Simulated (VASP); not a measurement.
# MgS in VASP: notebook

The runs below take MgS through single point, with PBE.

All numbers are computed with VASP 6.6.1; they aren't measurements. Logs are shortened: lines on timing, memory, paths and dates and some standing lists are left out, and cuts for length are marked.

## Step 1: The cell of the first run

The structure is hexagonal, space group P-6m2 (No. 187). Conventional cell: a = 3.612 Å, b = 3.612 Å, c = 3.306 Å, α = 90.00°, β = 90.00°, γ = 120.00°. Mg (site symmetry -6m2) has 6 S at 2.66 Å and 2 Mg at 3.31 Å within 3.5 Å. Within 3.5 Å of S (site symmetry -6m2) lie 6 Mg at 2.66 Å and 2 S at 3.31 Å.

## Step 2: Single point, PBE

File INCAR:

```
SYSTEM = MgS
  PREC = Accurate
  ENCUT = 520
  EDIFF = 1E-7
  ISMEAR = 0
  SIGMA = 0.1
  LREAL = .FALSE.
  LASPH = .TRUE.
  NELM = 60
  ALGO = Normal
  ISIF = 2
  LWAVE = .FALSE.
  LCHARG = .TRUE.
  GGA = PE
  LELF = .TRUE.
  LVHAR = .TRUE.
  NBANDS = 11
```

File KPOINTS:

```
Automatic mesh
0
G
  6 6 6
  0 0 0
```

File POSCAR:

```
MgS
1.0
    3.6120877766      0.0000000000      0.0000000000
   -1.8060438883      3.1281597752      0.0000000000
    0.0000000000      0.0000000000      3.3064050835
Mg S
1 1
Direct
    0.3333333333      0.6666666667      0.5000000000
    0.0000000000      0.0000000000      0.0000000000
```

Potentials or basis: VASP PAW PBE potentials, release 64 (Mg, S).

The run is started by

```sh
$ cat potpaw_PBE.64/Mg/POTCAR potpaw_PBE.64/S/POTCAR > POTCAR
$ mpirun -np 1 vasp_std > vasp.out
```

OUTCAR:

```text
SYSTEM = MgS
   PREC = Accurate
   ENCUT = 520
   EDIFF = 1E-7
   ISMEAR = 0
   LREAL = .FALSE.
   LASPH = .TRUE.
   NELM = 60
   ISIF = 2
   GGA = PE

 ion  position               nearest neighbor table
   1  0.333  0.667  0.500-   2 2.66   2 2.66   2 2.66   2 2.66   2 2.66   2 2.66
   2  0.000  0.000  0.000-   1 2.66   1 2.66   1 2.66   1 2.66   1 2.66   1 2.66

  LATTYP: Found a hexagonal cell.
 ALAT       =     3.6120877766
 C/A-ratio  =     0.9153722966

  Lattice vectors:

 A1 = (   3.6120877766,   0.0000000000,   0.0000000000)
 A2 = (  -1.8060438883,   3.1281597752,   0.0000000000)
 A3 = (   0.0000000000,   0.0000000000,   3.3064050835)

Analysis of symmetry for initial positions (statically):
=====================================================================
 Subroutine PRICEL returns:
 Original cell was already a primitive cell.

 Routine SETGRP: Setting up the symmetry group for a
 hexagonal supercell.

 Subroutine GETGRP returns: Found 12 space group operations
 (whereof 12 operations were pure point group operations)
 out of a pool of 24 trial point group operations.

The static configuration has the point symmetry D_3h.

Analysis of symmetry for dynamics (positions and initial velocities):
=====================================================================
 Subroutine PRICEL returns:
 Original cell was already a primitive cell.

 Routine SETGRP: Setting up the symmetry group for a
 hexagonal supercell.

 Subroutine GETGRP returns: Found 12 space group operations
 (whereof 12 operations were pure point group operations)
 out of a pool of 24 trial point group operations.

The dynamic configuration has the point symmetry D_3h.

 Subroutine INISYM returns: Found 12 space group operations
 (whereof 12 operations are pure point group operations),
 and found     1 'primitive' translations

----------------------------------------------------------------------------------------

                                     Primitive cell

  volume of cell :      37.3597

  direct lattice vectors                    reciprocal lattice vectors
     3.612087777  0.000000000  0.000000000     0.276848200  0.159838383  0.000000000
    -1.806043888  3.128159775  0.000000000     0.000000000  0.319676766  0.000000000
     0.000000000  0.000000000  3.306405084     0.000000000  0.000000000  0.302443280

  length of vectors
     3.612087777  3.612087777  3.306405084     0.319676766  0.319676766  0.302443280

  position of ions in fractional coordinates (direct lattice)
     0.333333333  0.666666667  0.500000000
     0.000000000  0.000000000  0.000000000

  ion indices of the primitive-cell ions
   primitive index   ion index
                 1           1
                 2           2

----------------------------------------------------------------------------------------

 KPOINTS: Automatic mesh

Automatic generation of k-mesh.
 Grid dimensions read from file:
 generate k-points for:    6    6    6

 Generating k-lattice:

  Cartesian coordinates                     Fractional coordinates (reciprocal lattice)
     0.046141367  0.026639730  0.000000000     0.166666667  0.000000000  0.000000000
     0.000000000  0.053279461  0.000000000     0.000000000  0.166666667  0.000000000
     0.000000000  0.000000000  0.050407213     0.000000000  0.000000000  0.166666667

  Length of vectors
     0.053279461  0.053279461  0.050407213

  Shift w.r.t. Gamma in fractional coordinates (k-lattice)
     0.000000000  0.000000000  0.000000000

 Subroutine IBZKPT returns following result:
 ===========================================

 Found     28 irreducible k-points:

 Following reciprocal coordinates:
            Coordinates               Weight
  0.000000  0.000000  0.000000      1.000000
  0.166667 -0.000000  0.000000      6.000000
  0.333333  0.000000  0.000000      6.000000
  0.500000  0.000000  0.000000      3.000000
  0.166667  0.166667  0.000000      6.000000
  0.333333  0.166667  0.000000     12.000000
[... 16 lines left out ...]
  0.166667 -0.000000  0.500000      6.000000
  0.333333  0.000000  0.500000      6.000000
 [... further k-points ...]
   k-points           NKPTS =     28   k-points in BZ     NKDIM =     28   number of bands    NBANDS=     11
   number of dos      NEDOS =    301   number of ions     NIONS =      2
   total plane-waves  NPLWV =  21952
   dimension x,y,z NGX =    28 NGY =   28 NGZ =   28
   dimension x,y,z NGXF=    56 NGYF=   56 NGZF=   56
   ions per type =               1   1
   NGX,Y,Z   is equivalent  to a cutoff of  12.89, 12.89, 14.08 a.u.
   NGXF,Y,Z  is equivalent  to a cutoff of  25.77, 25.77, 28.16 a.u.
 SYSTEM =  MgS
   PREC   = accura    normal or accurate (medium, high low for compatibility)
   ISTART =      0    job   : 0-new  1-cont  2-samecut
   ICHARG =      2    charge: 1-file 2-atom 10-const
   ISPIN  =      1    spin polarized calculation?
   LNONCOLLINEAR =      F non collinear calculations
   LSORBIT =      F    spin-orbit coupling
   LASPH  =      T    aspherical Exc in radial PAW
   ENCUT  =  520.0 eV  38.22 Ry    6.18 a.u.   6.72  6.72  6.15*2*pi/ulx,y,z
   NELM   =     60;   NELMIN=  2; NELMDL= -5     # of ELM steps
   EDIFF  = 0.1E-06   stopping-criterion for ELM
   LREAL  =      F    real-space projection
   EDIFFG = 0.1E-05   stopping-criterion for IOM
   NSW    =      0    number of steps for IOM
   IBRION =     -1    ionic relax: 0-MD 1-quasi-New 2-CG
   NFREE  =      0    steps in history (QN), initial steepest desc. (CG)
   ISIF   =      2    stress and relaxation
   ISYM   =      2    0-nonsym 1-usesym 2-fastsym
   POTIM  = 0.5000    time-step for ionic-motion
   TEBEG  =    0.0;   TEEND  =   0.0 temperature during run
   PSTRESS=    0.0 pullay stress
   NELECT =       8.0000    total number of electrons
   NUPDOWN=      -1.0000    fix difference up-down
   EMIN   =  10.00;   EMAX   =-10.00  energy-range for DOS
   EFERMI =   0.00;   METHOD = LEGACY
   ISMEAR =     0;   SIGMA  =   0.10  broadening in eV -4-tet -1-fermi 0-gaus
   EFERMI_NEDOS =   21; number of points for ismear=-14 and -15
   IALGO  =     38    algorithm
   IMIX   =      4    mixing-type and parameters
     AMIX     =   0.40;   BMIX     =  1.00
     AMIX_MAG =   1.60;   BMIX_MAG =  1.00
  volume/ion in A,a.u.               =      18.68       126.06
  Fermi-wavevector in a.u.,A,eV,Ry     =   0.979423  1.850842 13.051659  0.959270
  Thomas-Fermi vector in A             =   2.110275
   LORBIT       =      0    0 simple, 1 ext, 2 COOP (PROOUT), +10 PAW based schemes
   GGA     = PE    functional components
   LHFCALC =     F    Hartree Fock is set to
   AEXX    =    0.0000 exact exchange contribution
   IVDW    =     0    specifies the selected vdW correction
   LEPSILON=     F    determine dielectric tensor
   LRPA    =     F    only Hartree local field effects (RPA)
 non-spin polarized calculation
 Gauss-broadening in eV      SIGMA  =   0.10
  energy-cutoff  :      520.00
  volume of cell :       37.36
 maximum number of plane-waves:      1026
 NGX is ok and might be reduce to    28
   NGX = 13   NGY = 13   NGZ = 13

 number of electron       7.9999999 magnetization

 Free energy of the ion-electron system (eV)
  ---------------------------------------------------
  ext. energy  EPLUGINS =         0.00000000
  ---------------------------------------------------
  free energy    TOTEN  =        -7.99619261 eV

  energy without entropy =       -7.99619261  energy(sigma->0) =       -7.99619261

 E-fermi :   4.4568     XC(G=0):  -9.4111

 val. band max:        3.9836843994   @ k =   0.3333   0.3333   0.0000
 cond. band min:       5.1161587440   @ k =   0.5000   0.0000   0.5000
 fundamental gap:      1.1324743446
 Fermi energy:         4.4567880060

 k-point     1 :       0.0000    0.0000    0.0000
  band No.  band energies     occupation
      1      -9.0856      2.00000
      2       3.1712      2.00000
      3       3.1712      2.00000
      4       3.2235      2.00000
      5       5.9997      0.00000
      6       9.3490      0.00000
      7      11.0195      0.00000
      8      11.0195      0.00000
      9      15.0762      0.00000
     10      17.7744      0.00000
     11      17.8375      0.00000

 k-point     2 :       0.1667   -0.0000    0.0000
  band No.  band energies     occupation
      1      -8.8628      2.00000
      2       1.6110      2.00000
      3       2.8850      2.00000
      4       3.3717      2.00000
      5       7.0496      0.00000
      6       9.4162      0.00000
      7      10.8454      0.00000
      8      11.9627      0.00000
      9      15.2140      0.00000
     10      16.7574      0.00000
     11      17.3049      0.00000

 k-point     3 :       0.3333    0.0000    0.0000
  band No.  band energies     occupation
      1      -8.3381      2.00000
      2      -0.3842      2.00000
      3       2.4086      2.00000
      4       3.7027      2.00000
      5       7.3096      0.00000
      6       9.5067      0.00000
      7      12.3138      0.00000
      8      13.2600      0.00000
      9      14.2201      0.00000
     10      16.2916      0.00000
     11      16.5406      0.00000

 k-point     4 :       0.5000    0.0000    0.0000
  band No.  band energies     occupation
      1      -8.0164      2.00000
      2      -1.2434      2.00000
      3       2.2038      2.00000
      4       3.8905      2.00000
      5       7.0198      0.00000
      6      10.5189      0.00000
      7      11.7996      0.00000
      8      12.5060      0.00000
      9      15.8549      0.00000
     10      16.2390      0.00000
     11      17.8875      0.00000

 k-point     5 :       0.1667    0.1667    0.0000
  band No.  band energies     occupation
      1      -8.4836      2.00000
      2       0.2702      2.00000
      3       2.0666      2.00000
      4       3.6143      2.00000
      5       8.1224      0.00000
      6       9.4498      0.00000
      7      11.0992      0.00000
      8      13.6523      0.00000
      9      13.8552      0.00000
     10      16.0809      0.00000
     11      16.9228      0.00000
[... 211 lines left out ...]
 k-point    21 :       0.3333    0.3333    0.3333
  band No.  band energies     occupation
      1      -7.2516      2.00000
      2       0.3645      2.00000
      3       0.7999      2.00000
      4       0.9232      2.00000
      5       7.2040      0.00000
      6       7.4964      0.00000
      7      12.4604      0.00000
      8      13.7184      0.00000
      9      15.3097      0.00000
     10      17.1768      0.00000
     11      19.2982      0.00000

 k-point    22 :       0.0000    0.0000    0.5000
  band No.  band energies     occupation
      1      -7.9890      2.00000
      2      -1.7543      2.00000
      3       3.8869      2.00000
      4       3.8869      2.00000
      5       9.3408      0.00000
      6      10.8848      0.00000
      7      12.2248      0.00000
      8      12.2248      0.00000
      9      12.9540      0.00000
     10      12.9540      0.00000
     11      15.4878      0.00000

 k-point    23 :       0.1667   -0.0000    0.5000
  band No.  band energies     occupation
      1      -7.8026      2.00000
      2      -1.4617      2.00000
      3       2.6994      2.00000
      4       3.6357      2.00000
      5       8.6353      0.00000
      6      10.3085      0.00000
      7      11.4667      0.00000
      8      12.4848      0.00000
      9      12.9879      0.00000
     10      13.9205      0.00000
     11      16.1101      0.00000

 k-point    24 :       0.3333    0.0000    0.5000
  band No.  band energies     occupation
      1      -7.3741      2.00000
      2      -0.7293      2.00000
      3       0.9612      2.00000
      4       3.2042      2.00000
      5       6.2113      0.00000
      6       9.8834      0.00000
      7      10.5847      0.00000
      8      12.1400      0.00000
      9      14.7443      0.00000
     10      16.4401      0.00000
     11      18.5513      0.00000

 [... further k-points ...]
[... 5 lines left out ...]
  --------------------------------------------------------------------------------------
  -------------------------------------------------------------------------------------
  Total       -0.0638621     -0.0638621     -0.0772793      0.0000000     -0.0000000      0.0000000
  in kB       -2.7387394     -2.7387394     -3.3141373      0.0000000     -0.0000000      0.0000000
  external PRESSURE =      -2.9305387 kB  Pullay stress =       0.0000000 kB

 VOLUME and BASIS-vectors are now :
 -----------------------------------------------------------------------------
  energy-cutoff  :      520.00
  volume of cell :       37.36
      direct lattice vectors                 reciprocal lattice vectors
     3.612087777  0.000000000  0.000000000     0.276848200  0.159838383  0.000000000
    -1.806043888  3.128159775  0.000000000     0.000000000  0.319676766  0.000000000
     0.000000000  0.000000000  3.306405084     0.000000000  0.000000000  0.302443280

 POSITION                                       TOTAL-FORCE (eV/Angst)
 -----------------------------------------------------------------------------------
     -0.00000      2.08544      1.65320        -0.000000      0.000000      0.000000
      0.00000      0.00000      0.00000         0.000000      0.000000      0.000000
 -----------------------------------------------------------------------------------
    total drift:                               -0.000000      0.000000      0.000000

  FREE ENERGIE OF THE ION-ELECTRON SYSTEM (eV)
  ---------------------------------------------------
  free  energy   TOTEN  =        -7.9961926113 eV

  energy  without entropy=       -7.9961926113  energy(sigma->0) =       -7.99619261
```

Wall time 8.1 s (1 thread of AMD EPYC 9R45 (Zen 5), shared host); peak memory 0.13 GiB.

Results:

```
Free energy            : -7.9962 eV
Pressure               : -0.3 GPa
Band gap on the k mesh : 1.13 eV, indirect (least direct gap 2.10 eV)
```

A k mesh can miss the band edges.

## Step 3: Single point, PBE

This run uses another cell than the first one, of 17.34 Å³/atom, 0.928 times its volume.

File INCAR:

```
  PREC = Accurate
  ENCUT = 520
  EDIFF = 1E-6
  ISMEAR = 0
  SIGMA = 0.1
  LREAL = F
  LASPH = T
  NELM = 60
  ALGO = Normal
  ISIF = 2
  LWAVE = F
  LCHARG = F
  GGA = PE
  NBANDS = 11
```

File KPOINTS:

```
Automatic mesh
0
Gamma
  4 6 6
```

File POSCAR:

```
MgS
1.0
    4.6198179000      0.0000000000      0.0000000000
    0.0000000000      1.4320827200      2.6209498700
    0.0000000000     -1.4320827200      2.6209498700
Mg S
1 1
Direct
    0.5000000000      0.6605584600      0.6605584600
    0.0000000000      0.3394415400      0.3394415400
```

Potentials or basis: VASP PAW PBE potentials, release 64 (Mg, S).

The run is started by

```sh
$ cat potpaw_PBE.64/Mg/POTCAR potpaw_PBE.64/S/POTCAR > POTCAR
$ mpirun -np 1 vasp_std > vasp.out
```

Wall time 9.6 s (1 thread of AMD EPYC 9R45 (Zen 5), shared host); peak memory 0.13 GiB.

Results (log left out):

| Item | Value |
| --- | --- |
| Free energy | -5.4247 eV |
| Pressure | 4.9 GPa |
| Largest force | 0.039 eV/Å |
| Band gap on the k mesh | zero (band 4 reaches 7.17 eV, above the bottom of band 5 at 5.11 eV) |

Forces in eV/Å, atoms in the order of the input:
```
Mg   0.000  0.000  0.039
S    0.000  0.000 -0.039
```

Stress tensor (GPa, compression positive):
```
-14.59   0.00   0.00
  0.00  13.31   0.00
  0.00   0.00  16.10
```

Levels at points of the mesh, in eV from the Fermi level:
| k point | band 2 | band 3 | band 4 | band 5 | band 6 | band 7 |
| --- | --- | --- | --- | --- | --- | --- |
| (0.00, 0.00, 0.00) | -5.50 | -4.14 | 1.43 | 2.02 | 8.97 | 9.83 |
| (0.50, 0.00, 0.00) | -7.97 | 1.15 | 1.48 | 2.06 | 4.22 | 9.48 |
| (0.00, 0.50, 0.00) | -6.18 | -2.75 | -0.42 | 0.51 | 2.52 | 3.38 |
| (0.50, 0.50, 0.00) | -5.88 | -4.15 | -0.55 | -0.35 | 4.61 | 6.18 |
| (0.00, 0.50, 0.50) | -6.27 | -3.07 | 0.15 | 0.43 | 2.13 | 3.06 |
| (0.50, 0.50, 0.50) | -5.93 | -4.52 | -0.87 | 0.48 | 4.25 | 7.06 |

Caveat: the k points lie up to 0.42 Å⁻¹ apart.
